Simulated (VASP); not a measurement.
# Mg (Fd-3m) in VASP: notebook

Runs on Mg. Level: PBE. Tasks: single point.

Everything below comes from runs of VASP 6.6.1. Logs are shortened: lines on timing, memory, paths and dates and some standing lists are left out, and cuts for length are marked.

## Step 1: The cell of the first run

Symmetry: Fd-3m, No. 227, cubic system. The conventional cell has a = 6.223 Å, b = 6.223 Å, c = 6.223 Å, α = 90.00°, β = 90.00°, γ = 90.00°. Mg (site symmetry -43m) has 4 Mg at 2.69 Å within 3.6 Å.

## Step 2: Single point, PBE

The input, INCAR:

```
PREC = Accurate ; ENCUT = 520
EDIFF = 1E-7 ; ISMEAR = -1
SIGMA = 0.08 ; LREAL = F
LASPH = T ; NELM = 80
ALGO = Normal ; ISIF = 2
LWAVE = F ; LCHARG = F
GGA = PE ; NBANDS = 9
```

The input, KPOINTS:

```
Automatic mesh
0
Gamma
  11 11 11
```

The input, POSCAR:

```
Mg
1.0
    0.0000000000      3.1115504427      3.1115504427
    3.1115504427      0.0000000000      3.1115504427
    3.1115504427      3.1115504427      0.0000000000
Mg
2
Direct
   -0.1250000000     -0.1250000000     -0.1250000000
    0.1250000000      0.1250000000      0.1250000000
```

Potentials or basis: VASP PAW PBE potentials, release 64 (Mg).

Command:

```
$ cat potpaw_PBE.64/Mg/POTCAR > POTCAR
$ mpirun -np 1 vasp_std > vasp.out
```

OUTCAR:

```text
PREC = Accurate
   ENCUT = 520
   EDIFF = 1E-7
   ISMEAR = -1
   LREAL = F
   LASPH = T
   NELM = 80
   ISIF = 2
   GGA = PE

 ion  position               nearest neighbor table
   1  0.875  0.875  0.875-   2 2.69   2 2.69   2 2.69   2 2.69
   2  0.125  0.125  0.125-   1 2.69   1 2.69   1 2.69   1 2.69

  LATTYP: Found a face centered cubic cell.
 ALAT       =     6.2231008854

  Lattice vectors:

 A1 = (   0.0000000000,   3.1115504427,   3.1115504427)
 A2 = (   3.1115504427,   0.0000000000,   3.1115504427)
 A3 = (   3.1115504427,   3.1115504427,   0.0000000000)

Analysis of symmetry for initial positions (statically):
=====================================================================
 Subroutine PRICEL returns:
 Original cell was already a primitive cell.

 Routine SETGRP: Setting up the symmetry group for a
 face centered cubic supercell.

 Subroutine GETGRP returns: Found 48 space group operations
 (whereof 12 operations were pure point group operations)
 out of a pool of 48 trial point group operations.

The static configuration has the point symmetry D_3d.
 The point group associated with its full space group is O_h .

Analysis of symmetry for dynamics (positions and initial velocities):
=====================================================================
 Subroutine PRICEL returns:
 Original cell was already a primitive cell.

 Routine SETGRP: Setting up the symmetry group for a
 face centered cubic supercell.

 Subroutine GETGRP returns: Found 48 space group operations
 (whereof 12 operations were pure point group operations)
 out of a pool of 48 trial point group operations.

The dynamic configuration has the point symmetry D_3d.
 The point group associated with its full space group is O_h .

 Subroutine INISYM returns: Found 48 space group operations
 (whereof 12 operations are pure point group operations),
 and found     1 'primitive' translations

----------------------------------------------------------------------------------------

                                     Primitive cell

  volume of cell :      60.2505

  direct lattice vectors                    reciprocal lattice vectors
     0.000000000  3.111550443  3.111550443    -0.160691594  0.160691594  0.160691594
     3.111550443  0.000000000  3.111550443     0.160691594 -0.160691594  0.160691594
     3.111550443  3.111550443  0.000000000     0.160691594  0.160691594 -0.160691594

  length of vectors
     4.400396836  4.400396836  4.400396836     0.278326005  0.278326005  0.278326005

  position of ions in fractional coordinates (direct lattice)
     0.875000000  0.875000000  0.875000000
     0.125000000  0.125000000  0.125000000

  ion indices of the primitive-cell ions
   primitive index   ion index
                 1           1
                 2           2

----------------------------------------------------------------------------------------

 KPOINTS: Automatic mesh

Automatic generation of k-mesh.
 Grid dimensions read from file:
 generate k-points for:   11   11   11

 Generating k-lattice:

  Cartesian coordinates                     Fractional coordinates (reciprocal lattice)
    -0.014608327  0.014608327  0.014608327     0.090909091  0.000000000  0.000000000
     0.014608327 -0.014608327  0.014608327     0.000000000  0.090909091  0.000000000
     0.014608327  0.014608327 -0.014608327     0.000000000  0.000000000  0.090909091

  Length of vectors
     0.025302364  0.025302364  0.025302364

  Shift w.r.t. Gamma in fractional coordinates (k-lattice)
     0.000000000  0.000000000  0.000000000

 Subroutine IBZKPT returns following result:
 ===========================================

 Found     56 irreducible k-points:

 Following reciprocal coordinates:
            Coordinates               Weight
  0.000000  0.000000  0.000000      1.000000
  0.090909  0.000000  0.000000      8.000000
  0.181818  0.000000  0.000000      8.000000
  0.272727  0.000000  0.000000      8.000000
  0.363636  0.000000  0.000000      8.000000
  0.454545  0.000000  0.000000      8.000000
[... 16 lines left out ...]
 -0.272727  0.181818  0.000000     24.000000
 -0.181818  0.181818  0.000000     12.000000
 [... further k-points ...]
   k-points           NKPTS =     56   k-points in BZ     NKDIM =     56   number of bands    NBANDS=      9
   number of dos      NEDOS =    301   number of ions     NIONS =      2
   total plane-waves  NPLWV =  46656
   dimension x,y,z NGX =    36 NGY =   36 NGZ =   36
   dimension x,y,z NGXF=    72 NGYF=   72 NGZF=   72
   ions per type =               2
   NGX,Y,Z   is equivalent  to a cutoff of  13.60, 13.60, 13.60 a.u.
   NGXF,Y,Z  is equivalent  to a cutoff of  27.20, 27.20, 27.20 a.u.
 SYSTEM =  unknown system
   PREC   = accura    normal or accurate (medium, high low for compatibility)
   ISTART =      0    job   : 0-new  1-cont  2-samecut
   ICHARG =      2    charge: 1-file 2-atom 10-const
   ISPIN  =      1    spin polarized calculation?
   LNONCOLLINEAR =      F non collinear calculations
   LSORBIT =      F    spin-orbit coupling
   LASPH  =      T    aspherical Exc in radial PAW
   ENCUT  =  520.0 eV  38.22 Ry    6.18 a.u.   8.18  8.18  8.18*2*pi/ulx,y,z
   NELM   =     80;   NELMIN=  2; NELMDL= -5     # of ELM steps
   EDIFF  = 0.1E-06   stopping-criterion for ELM
   LREAL  =      F    real-space projection
   EDIFFG = 0.1E-05   stopping-criterion for IOM
   NSW    =      0    number of steps for IOM
   IBRION =     -1    ionic relax: 0-MD 1-quasi-New 2-CG
   NFREE  =      0    steps in history (QN), initial steepest desc. (CG)
   ISIF   =      2    stress and relaxation
   ISYM   =      2    0-nonsym 1-usesym 2-fastsym
   POTIM  = 0.5000    time-step for ionic-motion
   TEBEG  =    0.0;   TEEND  =   0.0 temperature during run
   PSTRESS=    0.0 pullay stress
   NELECT =       4.0000    total number of electrons
   NUPDOWN=      -1.0000    fix difference up-down
   EMIN   =  10.00;   EMAX   =-10.00  energy-range for DOS
   EFERMI =   0.00;   METHOD = LEGACY
   ISMEAR =    -1;   SIGMA  =   0.08  broadening in eV -4-tet -1-fermi 0-gaus
   EFERMI_NEDOS =   21; number of points for ismear=-14 and -15
   IALGO  =     38    algorithm
   IMIX   =      4    mixing-type and parameters
     AMIX     =   0.40;   BMIX     =  1.00
     AMIX_MAG =   1.60;   BMIX_MAG =  1.00
  volume/ion in A,a.u.               =      30.13       203.30
  Fermi-wavevector in a.u.,A,eV,Ry     =   0.662890  1.252680  5.978711  0.439423
  Thomas-Fermi vector in A             =   1.736099
   LORBIT       =      0    0 simple, 1 ext, 2 COOP (PROOUT), +10 PAW based schemes
   GGA     = PE    functional components
   LHFCALC =     F    Hartree Fock is set to
   AEXX    =    0.0000 exact exchange contribution
   IVDW    =     0    specifies the selected vdW correction
   LEPSILON=     F    determine dielectric tensor
   LRPA    =     F    only Hartree local field effects (RPA)
 non-spin polarized calculation
  energy-cutoff  :      520.00
  volume of cell :       60.25
 maximum number of plane-waves:      1639
 NGX is ok and might be reduce to    36
   NGX = 17   NGY = 17   NGZ = 17

 number of electron       4.0000000 magnetization

 Free energy of the ion-electron system (eV)
  ---------------------------------------------------
  ext. energy  EPLUGINS =         0.00000000
  ---------------------------------------------------
  free energy    TOTEN  =        -1.18786742 eV

  energy without entropy =       -1.16454690  energy(sigma->0) =       -1.17620716

 E-fermi :   1.1237     XC(G=0):  -7.5234

 val. band max:        1.0828243372   @ k =  -0.4545   0.3636   0.1818
 cond. band min:       1.1484542435   @ k =  -0.1818   0.2727   0.0909
 fundamental gap:      0.0656299064
 Fermi energy:         1.1236952078

 k-point     1 :       0.0000    0.0000    0.0000
  band No.  band energies     occupation
      1      -4.6936      2.00000
      2       5.1165      0.00000
      3       5.1165      0.00000
      4       5.1165      0.00000
      5       6.1101      0.00000
      6       6.1101      0.00000
      7       6.1101      0.00000
      8       9.1471      0.00000
      9       9.1840      0.00000

 k-point     2 :       0.0909    0.0000    0.0000
  band No.  band energies     occupation
      1      -4.6004      2.00000
      2       4.1521      0.00000
      3       4.8920      0.00000
      4       4.8920      0.00000
      5       6.4237      0.00000
      6       6.4237      0.00000
      7       6.4580      0.00000
      8       8.7494      0.00000
      9       8.7494      0.00000

 k-point     3 :       0.1818    0.0000    0.0000
  band No.  band energies     occupation
      1      -4.3220      2.00000
      2       2.6971      0.00000
      3       4.5610      0.00000
      4       4.5610      0.00000
      5       6.4960      0.00000
      6       6.8128      0.00000
      7       6.8128      0.00000
      8       8.3871      0.00000
      9       8.3871      0.00000

 k-point     4 :       0.2727    0.0000    0.0000
  band No.  band energies     occupation
      1      -3.8639      2.00000
      2       1.2733      0.26717
      3       4.3148      0.00000
      4       4.3148      0.00000
      5       6.3803      0.00000
      6       6.6140      0.00000
      7       6.6140      0.00000
      8       8.9246      0.00000
      9       8.9246      0.00000
[... 205 lines left out ...]
 k-point    22 :      -0.3636    0.1818    0.0000
  band No.  band energies     occupation
      1      -2.4506      2.00000
      2      -0.4528      2.00000
      3       1.9919      0.00004
      4       3.6631      0.00000
      5       5.3577      0.00000
      6       7.1307      0.00000
      7       7.8763      0.00000
      8       9.5639      0.00000
      9      10.0786      0.00000

 k-point    23 :      -0.2727    0.1818    0.0000
  band No.  band energies     occupation
      1      -3.1430      2.00000
      2       0.6769      1.99252
      3       1.9410      0.00007
      4       4.0859      0.00000
      5       5.8591      0.00000
      6       7.1008      0.00000
      7       7.8099      0.00000
      8       8.2877      0.00000
      9       9.2757      0.00000

 k-point    24 :      -0.1818    0.1818    0.0000
  band No.  band energies     occupation
      1      -3.7100      2.00000
      2       1.8769      0.00016
      3       2.1670      0.00000
      4       4.5579      0.00000
      5       6.4696      0.00000
      6       7.0420      0.00000
      7       7.4866      0.00000
      8       7.5831      0.00000
      9       8.5278      0.00000

 [... further k-points ...]

------------------------ aborting loop because EDIFF is reached ----------------------------------------

  FORCE on cell =-STRESS in cart. coord.  units (eV):
  Direction    XX          YY          ZZ          XY          YZ          ZX
  --------------------------------------------------------------------------------------
  -------------------------------------------------------------------------------------
  Total        2.1556004      2.1556004      2.1556004     -0.0000000      0.0000000     -0.0000000
  in kB       57.3216007     57.3216007     57.3216007     -0.0000000      0.0000000     -0.0000000
  external PRESSURE =      57.3216007 kB  Pullay stress =       0.0000000 kB

 VOLUME and BASIS-vectors are now :
 -----------------------------------------------------------------------------
  energy-cutoff  :      520.00
  volume of cell :       60.25
      direct lattice vectors                 reciprocal lattice vectors
     0.000000000  3.111550443  3.111550443    -0.160691594  0.160691594  0.160691594
     3.111550443  0.000000000  3.111550443     0.160691594 -0.160691594  0.160691594
     3.111550443  3.111550443  0.000000000     0.160691594  0.160691594 -0.160691594

 POSITION                                       TOTAL-FORCE (eV/Angst)
 -----------------------------------------------------------------------------------
      5.44521      5.44521      5.44521         0.000000     -0.000000     -0.000000
      0.77789      0.77789      0.77789        -0.000000      0.000000      0.000000
 -----------------------------------------------------------------------------------
    total drift:                               -0.000000      0.000000      0.000000

  FREE ENERGIE OF THE ION-ELECTRON SYSTEM (eV)
  ---------------------------------------------------
  free  energy   TOTEN  =        -1.1878674151 eV

  energy  without entropy=       -1.1645468961  energy(sigma->0) =       -1.17620716
```

Run time: 15 s. Hardware: 1 thread of Intel Xeon 6975P-C, shared host; peak memory 0.21 GiB.

What came out:

```
Free energy            : -1.1879 eV
Pressure               : 5.7 GPa
Band gap on the k mesh : zero (band 2 reaches 5.12 eV, above the bottom of band 3 at 0.31 eV)
```

(Part 1 of 2 ends here.)
